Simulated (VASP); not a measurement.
# C (Pm) in VASP: a series of runs

Runs on C. Level: PBE+D3(BJ). Tasks: single point.

All numbers are computed with VASP 6.6.1; they aren't measurements. Logs are shortened: lines on timing, memory, paths and dates and some standing lists are left out, and cuts for length are marked.

### 1 The cell of the first run

It takes space group Pm (No. 6, monoclinic). Conventional cell: a = 2.465 Å, b = 6.799 Å, c = 2.465 Å, α = 90.00°, β = 119.98°, γ = 90.00°. C (site symmetry m) has 3 C at 1.34 to 1.46 Å within 1.8 Å. Within 1.9 Å of C (site symmetry m) lie 3 C at 1.42 Å. Within 1.9 Å of C (site symmetry m) lie 3 C at 1.42 Å. C (site symmetry m) has 3 C at 1.34 to 1.46 Å within 1.8 Å.

### 2 Single point, PBE+D3(BJ) (atom 1 (C) moved +0.080 Å towards its neighbour atom 4 (C) at 1.423 Å)

Input file INCAR:

```
PREC = Accurate ; ENCUT = 520
EDIFF = 1E-6 ; ISMEAR = 0
SIGMA = 0.15 ; LREAL = False
LASPH = True ; NELM = 60
ALGO = Normal ; ISIF = 2
LWAVE = False ; LCHARG = True
GGA = PE ; IVDW = 12
LELF = True ; LVHAR = True
NBANDS = 16
```

Input file KPOINTS:

```
Automatic mesh
0
Gamma
  22 22 8
```

Input file POSCAR:

```
C
1.0
    1.2327689981     -2.1341461166      0.0000000000
    1.2327689981      2.1341461166      0.0000000000
    0.0000000000      0.0000000000      6.7989836842
C
4
Direct
    0.0458385869      0.8979501194      0.7500000000
    0.5833101797      0.4166898203      0.2500000000
    0.9166898203      0.0833101797      0.2500000000
    0.4166898203      0.5833101797      0.7500000000
```

Potentials or basis: VASP PAW PBE potentials, release 64 (C).

Launch:

```bash
cat potpaw_PBE.64/C/POTCAR > POTCAR
mpirun -np 1 vasp_std > vasp.out
```

OUTCAR:

```text
PREC = Accurate
   ENCUT = 520
   EDIFF = 1E-6
   ISMEAR = 0
   LREAL = False
   LASPH = True
   NELM = 60
   ISIF = 2
   GGA = PE
   IVDW = 12
 IVDW          = 12

 ion  position               nearest neighbor table
   1  0.046  0.898  0.750-   4 1.34   4 1.46   4 1.46
   2  0.583  0.417  0.250-   3 1.42   3 1.42   3 1.42
   3  0.917  0.083  0.250-   2 1.42   2 1.42   2 1.42
   4  0.417  0.583  0.750-   1 1.34   1 1.46   1 1.46

  LATTYP: Found a base centered orthorhombic cell.
 ALAT       =     2.4655379962
 B/A-ratio  =     1.7311808781
 C/A-ratio  =     2.7576065324

  Lattice vectors:

 A1 = (   1.2327689981,  -2.1341461166,   0.0000000000)
 A2 = (   1.2327689981,   2.1341461166,   0.0000000000)
 A3 = (   0.0000000000,   0.0000000000,   6.7989836842)

Analysis of symmetry for initial positions (statically):
=====================================================================
 Subroutine PRICEL returns:
 Original cell was already a primitive cell.

 Routine SETGRP: Setting up the symmetry group for a
 base centered orthorhombic supercell.

 Subroutine GETGRP returns: Found  2 space group operations
 (whereof  1 operations were pure point group operations)
 out of a pool of  8 trial point group operations.

The static configuration has the point symmetry C_1 .
 The point group associated with its full space group is C_1h.

Analysis of symmetry for dynamics (positions and initial velocities):
=====================================================================
 Subroutine PRICEL returns:
 Original cell was already a primitive cell.

 Routine SETGRP: Setting up the symmetry group for a
 base centered orthorhombic supercell.

 Subroutine GETGRP returns: Found  2 space group operations
 (whereof  1 operations were pure point group operations)
 out of a pool of  8 trial point group operations.

The dynamic configuration has the point symmetry C_1 .
 The point group associated with its full space group is C_1h.

 Subroutine INISYM returns: Found  2 space group operations
 (whereof  1 operations are pure point group operations),
 and found     1 'primitive' translations

----------------------------------------------------------------------------------------

                                     Primitive cell

  volume of cell :      35.7750

  direct lattice vectors                    reciprocal lattice vectors
     1.232768998 -2.134146117  0.000000000     0.405590991 -0.234285739  0.000000000
     1.232768998  2.134146117  0.000000000     0.405590991  0.234285739  0.000000000
     0.000000000  0.000000000  6.798983684     0.000000000  0.000000000  0.147080806

  length of vectors
     2.464609310  2.464609310  6.798983684     0.468394983  0.468394983  0.147080806

  position of ions in fractional coordinates (direct lattice)
     0.045838587  0.897950119  0.750000000
     0.583310180  0.416689820  0.250000000
     0.916689820  0.083310180  0.250000000
     0.416689820  0.583310180  0.750000000

  ion indices of the primitive-cell ions
   primitive index   ion index
                 1           1
                 2           2
                 3           3
                 4           4

----------------------------------------------------------------------------------------

 KPOINTS: Automatic mesh

Automatic generation of k-mesh.
 Grid dimensions read from file:
 generate k-points for:   22   22    8

 Generating k-lattice:

  Cartesian coordinates                     Fractional coordinates (reciprocal lattice)
     0.018435954 -0.010649352  0.000000000     0.045454545  0.000000000  0.000000000
     0.018435954  0.010649352  0.000000000     0.000000000  0.045454545  0.000000000
     0.000000000  0.000000000  0.018385101     0.000000000  0.000000000  0.125000000

  Length of vectors
     0.021290681  0.021290681  0.018385101

  Shift w.r.t. Gamma in fractional coordinates (k-lattice)
     0.000000000  0.000000000  0.000000000

 Subroutine IBZKPT returns following result:
 ===========================================

 Found   1220 irreducible k-points:

 Following reciprocal coordinates:
            Coordinates               Weight
  0.000000  0.000000  0.000000      1.000000
  0.045455  0.000000  0.000000      2.000000
  0.000000  0.045455  0.000000      2.000000
  0.090909  0.000000  0.000000      2.000000
  0.000000  0.090909  0.000000      2.000000
  0.136364  0.000000  0.000000      2.000000
[... 16 lines left out ...]
  0.000000  0.500000  0.000000      1.000000
  0.045455  0.045455  0.000000      2.000000
 [... further k-points ...]
   k-points           NKPTS =   1220   k-points in BZ     NKDIM =   1220   number of bands    NBANDS=     16
   number of dos      NEDOS =    301   number of ions     NIONS =      4
   total plane-waves  NPLWV =  17496
   dimension x,y,z NGX =    18 NGY =   18 NGZ =   54
   dimension x,y,z NGXF=    36 NGYF=   36 NGZF=  108
   ions per type =               4
   NGX,Y,Z   is equivalent  to a cutoff of  12.14, 12.14, 13.20 a.u.
   NGXF,Y,Z  is equivalent  to a cutoff of  24.28, 24.28, 26.41 a.u.
 SYSTEM =  unknown system
   PREC   = accura    normal or accurate (medium, high low for compatibility)
   ISTART =      0    job   : 0-new  1-cont  2-samecut
   ICHARG =      2    charge: 1-file 2-atom 10-const
   ISPIN  =      1    spin polarized calculation?
   LNONCOLLINEAR =      F non collinear calculations
   LSORBIT =      F    spin-orbit coupling
   LASPH  =      T    aspherical Exc in radial PAW
   ENCUT  =  520.0 eV  38.22 Ry    6.18 a.u.   4.58  4.58 12.64*2*pi/ulx,y,z
   NELM   =     60;   NELMIN=  2; NELMDL= -5     # of ELM steps
   EDIFF  = 0.1E-05   stopping-criterion for ELM
   LREAL  =      F    real-space projection
   EDIFFG = 0.1E-04   stopping-criterion for IOM
   NSW    =      0    number of steps for IOM
   IBRION =     -1    ionic relax: 0-MD 1-quasi-New 2-CG
   NFREE  =      0    steps in history (QN), initial steepest desc. (CG)
   ISIF   =      2    stress and relaxation
   ISYM   =      2    0-nonsym 1-usesym 2-fastsym
   POTIM  = 0.5000    time-step for ionic-motion
   TEBEG  =    0.0;   TEEND  =   0.0 temperature during run
   PSTRESS=    0.0 pullay stress
   NELECT =      16.0000    total number of electrons
   NUPDOWN=      -1.0000    fix difference up-down
   EMIN   =  10.00;   EMAX   =-10.00  energy-range for DOS
   EFERMI =   0.00;   METHOD = LEGACY
   ISMEAR =     0;   SIGMA  =   0.15  broadening in eV -4-tet -1-fermi 0-gaus
   EFERMI_NEDOS =   21; number of points for ismear=-14 and -15
   IALGO  =     38    algorithm
   IMIX   =      4    mixing-type and parameters
     AMIX     =   0.40;   BMIX     =  1.00
     AMIX_MAG =   1.60;   BMIX_MAG =  1.00
  volume/ion in A,a.u.               =       8.94        60.36
  Fermi-wavevector in a.u.,A,eV,Ry     =   1.251954  2.365849 21.325603  1.567388
  Thomas-Fermi vector in A             =   2.385877
   LORBIT       =      0    0 simple, 1 ext, 2 COOP (PROOUT), +10 PAW based schemes
   GGA     = PE    functional components
   LHFCALC =     F    Hartree Fock is set to
   AEXX    =    0.0000 exact exchange contribution
   IVDW    =    12    specifies the selected vdW correction
   LEPSILON=     F    determine dielectric tensor
   LRPA    =     F    only Hartree local field effects (RPA)
 non-spin polarized calculation
 Gauss-broadening in eV      SIGMA  =   0.15
  energy-cutoff  :      520.00
  volume of cell :       35.78
 maximum number of plane-waves:       986
   NGX =  9   NGY =  9   NGZ = 25

 number of electron      15.9999999 magnetization

 Free energy of the ion-electron system (eV)
  ---------------------------------------------------
  ext. energy  EPLUGINS =         0.00000000
  ---------------------------------------------------
  free energy    TOTEN  =       -36.66486944 eV

  energy without entropy =      -36.66441687  energy(sigma->0) =      -36.66464316

 E-fermi :   4.5796     XC(G=0): -10.2275

 val. band max:        4.5563540691   @ k =   0.3636   0.3182   0.1250
 cond. band min:       4.5851416386   @ k =   0.3636   0.3182   0.0000
 fundamental gap:      0.0287875695
 Fermi energy:         4.5795660692

 k-point     1 :       0.0000    0.0000    0.0000
  band No.  band energies     occupation
      1     -15.0805      2.00000
      2     -14.8097      2.00000
      3      -3.9046      2.00000
      4      -2.0673      2.00000
      5       0.4186      2.00000
      6       1.5435      2.00000
[... 8 lines left out ...]
     15      15.9790      0.00000
     16      16.1329      0.00000

 k-point     2 :       0.0455    0.0000    0.0000
  band No.  band energies     occupation
      1     -15.0316      2.00000
      2     -14.7616      2.00000
      3      -3.8442      2.00000
      4      -2.0103      2.00000
      5       0.2553      2.00000
      6       1.3446      2.00000
[... 8 lines left out ...]
     15      15.7913      0.00000
     16      15.9597      0.00000

 k-point     3 :       0.0000    0.0455    0.0000
  band No.  band energies     occupation
      1     -15.0312      2.00000
      2     -14.7612      2.00000
      3      -3.8451      2.00000
      4      -2.0117      2.00000
      5       0.3082      2.00000
      6       1.3437      2.00000
[... 8 lines left out ...]
     15      15.8000      0.00000
     16      15.9773      0.00000

 k-point     4 :       0.0909    0.0000    0.0000
  band No.  band energies     occupation
      1     -14.8849      2.00000
      2     -14.6174      2.00000
      3      -3.6632      2.00000
      4      -1.8398      2.00000
      5      -0.2135      2.00000
      6       0.7774      2.00000
[... 8 lines left out ...]
     15      15.2629      0.00000
     16      15.4710      0.00000
[... 324 lines left out ...]
 k-point    22 :       0.5000    0.0000    0.0000
  band No.  band energies     occupation
      1      -9.7218      2.00000
      2      -9.3615      2.00000
      3      -9.3269      2.00000
      4      -8.6468      2.00000
      5      -1.8315      2.00000
      6      -1.3254      2.00000
[... 8 lines left out ...]
     15      19.0986      0.00000
     16      19.3368      0.00000

 k-point    23 :       0.0000    0.5000    0.0000
  band No.  band energies     occupation
      1      -9.9170      2.00000
      2      -9.7061      2.00000
      3      -8.6541      2.00000
      4      -8.2984      2.00000
      5      -2.0010      2.00000
      6      -1.8309      2.00000
[... 8 lines left out ...]
     15      18.9346      0.00000
     16      19.0519      0.00000

 k-point    24 :       0.0455    0.0455    0.0000
  band No.  band energies     occupation
      1     -14.9334      2.00000
      2     -14.6651      2.00000
      3      -3.7244      2.00000
      4      -1.8982      2.00000
      5      -0.0085      2.00000
      6       0.9719      2.00000
[... 8 lines left out ...]
     15      15.4212      0.00000
     16      15.6626      0.00000

 [... further k-points ...]

------------------------ aborting loop because EDIFF is reached ----------------------------------------

 Edisp (eV)   -0.61567

 E8    (eV) :    -0.1741

  FORCE on cell =-STRESS in cart. coord.  units (eV):
  Direction    XX          YY          ZZ          XY          YZ          ZX
  --------------------------------------------------------------------------------------
  -------------------------------------------------------------------------------------
  Total       1.18362     0.15185    -0.00988    -0.90161     0.00000     0.00000
  in kB      53.00830     6.80046    -0.44265   -40.37844     0.00000     0.00000
  external pressure =       19.79 kB  Pullay stress =        0.00 kB

 VOLUME and BASIS-vectors are now :
 -----------------------------------------------------------------------------
  energy-cutoff  :      520.00
  volume of cell :       35.78
      direct lattice vectors                 reciprocal lattice vectors
     1.232768998 -2.134146117  0.000000000     0.405590991 -0.234285739  0.000000000
     1.232768998  2.134146117  0.000000000     0.405590991  0.234285739  0.000000000
     0.000000000  0.000000000  6.798983684     0.000000000  0.000000000  0.147080806

 POSITION                                       TOTAL-FORCE (eV/Angst)
 -----------------------------------------------------------------------------------
      1.16347      1.81853      5.09924         4.135266     -2.368084      0.000000
      1.23277     -0.35559      1.69975        -0.031109     -0.006492      0.000000
      1.23277     -1.77855      1.69975         0.027575      0.005381      0.000000
      1.23277      0.35559      5.09924        -4.131731      2.369195      0.000000
 -----------------------------------------------------------------------------------
    total drift:                                0.000025     -0.000015     -0.000000

  FREE ENERGIE OF THE ION-ELECTRON SYSTEM (eV)
  ---------------------------------------------------
  free  energy   TOTEN  =       -37.2805344879 eV

  energy  without entropy=      -37.2800819168  energy(sigma->0) =      -37.28030820
```

It took 7.8 min on 1 thread of Oxide Virtual Turin-like, shared host; peak memory 0.53 GiB.

What came out:

```
Free energy                : -37.2805 eV
Pressure                   : 2.0 GPa
Largest force              : 4.765 eV/Å
Dispersion energy per atom : -0.154 eV
```

Forces in eV/Å, atoms in the order of the input:
```
C    4.135 -2.368  0.000
C   -0.031 -0.006  0.000
C    0.028  0.005  0.000
C   -4.132  2.369  0.000
```

Stress tensor (GPa, compression positive):
```
 5.30 -4.04  0.00
-4.04  0.68  0.00
 0.00  0.00 -0.04
```

Levels at points of the mesh, in eV from the Fermi level:
```csv
k point,band 5,band 6,band 7,band 8,band 9,band 10,band 11,band 12
"(0.00, 0.00, 0.00)",-4.16,-3.04,-3.03,-1.79,4.17,6.79,8.32,8.32
"(0.50, 0.00, 0.00)",-6.41,-5.90,-2.49,-1.88,0.94,1.87,7.39,7.66
"(0.00, 0.50, 0.00)",-6.58,-6.41,-2.75,-2.46,1.83,2.33,7.03,7.39
"(0.50, 0.50, 0.00)",-6.59,-6.42,-3.16,-1.81,1.17,2.74,6.95,7.44
"(0.00, 0.00, 0.50)",-4.16,-3.04,-3.03,-1.79,6.69,6.71,6.79,8.32
"(0.50, 0.00, 0.50)",-6.41,-5.90,-2.38,-1.78,0.73,1.63,7.38,7.65
"(0.00, 0.50, 0.50)",-6.58,-6.41,-2.68,-2.38,1.63,2.12,7.03,7.38
"(0.50, 0.50, 0.50)",-6.59,-6.42,-2.68,-2.38,1.64,2.13,7.01,7.37
```

Caveat: the cell differs from its parent crystal (atom 1 (C) moved +0.080 Å towards its neighbour atom 4 (C) at 1.423 Å); forces of over 1 eV/Å act on the atoms, so gaps and moduli don't describe the material at rest.

### 3 Single point, PBE+D3(BJ) (atom 1 (C) moved -0.040 Å towards its neighbour atom 4 (C) at 1.423 Å)

Input file INCAR:

```
PREC     = Accurate       # precision mode
ENCUT    = 520            # plane-wave cutoff, eV
EDIFF    = 1E-6           # SCF threshold, eV
ISMEAR   = 0              # smearing method
SIGMA    = 0.15           # smearing width, eV
LREAL    = F              # projectors in reciprocal space
LASPH    = T              # aspherical terms in the spheres
NELM     = 100            # most SCF steps
ALGO     = Normal         # electronic algorithm
ISIF     = 2              # what is computed and relaxed
LWAVE    = F              # write WAVECAR
LCHARG   = T              # write CHGCAR
GGA      = PE             # functional
IVDW     = 12             # dispersion correction
LELF     = T              # ELF
LVHAR    = T            
NBANDS   = 16             # bands
```

KPOINTS is that of step 2.

Edit POSCAR of step 2 so:

```diff
@@ -8,3 +8,3 @@
 Direct
-    0.0458385869      0.8979501194      0.7500000000
+    0.1020459761      0.9260596708      0.7500000000
     0.5833101797      0.4166898203      0.2500000000
```

Potentials or basis: VASP PAW PBE potentials, release 64 (C).

Launch:

```bash
cat potpaw_PBE.64/C/POTCAR > POTCAR
mpirun -np 1 vasp_std > vasp.out
```

It took 11 min on 1 thread of Oxide Virtual Turin-like, shared host; peak memory 0.53 GiB.

It converged, with:

```
Free energy                : -37.4232 eV
Pressure                   : 0.8 GPa
Largest force              : 2.061 eV/Å
Dispersion energy per atom : -0.154 eV
```

Forces on the atoms (eV/Å):
```
C   -1.793  1.015  0.000
C    0.016 -0.003  0.000
C   -0.014  0.004  0.000
C    1.791 -1.015  0.000
```

Stress tensor (GPa, compression positive):
```
 0.22  1.73  0.00
 1.73  2.16  0.00
 0.00  0.00 -0.08
```

Levels at points of the mesh, in eV from the Fermi level:
```
           k point  band 6  band 7  band 8  band 9  band 10  band 11
(0.00, 0.00, 0.00)   -3.02   -3.02   -2.40    4.17     7.55     8.34
(0.50, 0.00, 0.00)   -6.40   -2.71   -2.44    1.84     2.32     7.29
(0.00, 0.50, 0.00)   -6.23   -2.46   -2.31    1.63     1.86     7.39
(0.50, 0.50, 0.00)   -6.24   -2.93   -1.58    0.88     2.33     7.20
(0.00, 0.00, 0.50)   -3.02   -3.02   -2.40    6.71     6.71     7.55
(0.50, 0.00, 0.50)   -6.40   -2.64   -2.37    1.64     2.10     7.29
(0.00, 0.50, 0.50)   -6.23   -2.37   -2.23    1.43     1.64     7.39
(0.50, 0.50, 0.50)   -6.24   -2.37   -2.23    1.44     1.65     7.38
```

Caveat: the cell differs from its parent crystal (atom 1 (C) moved -0.040 Å towards its neighbour atom 4 (C) at 1.423 Å); forces of over 1 eV/Å act on the atoms, so gaps and moduli don't describe the material at rest.
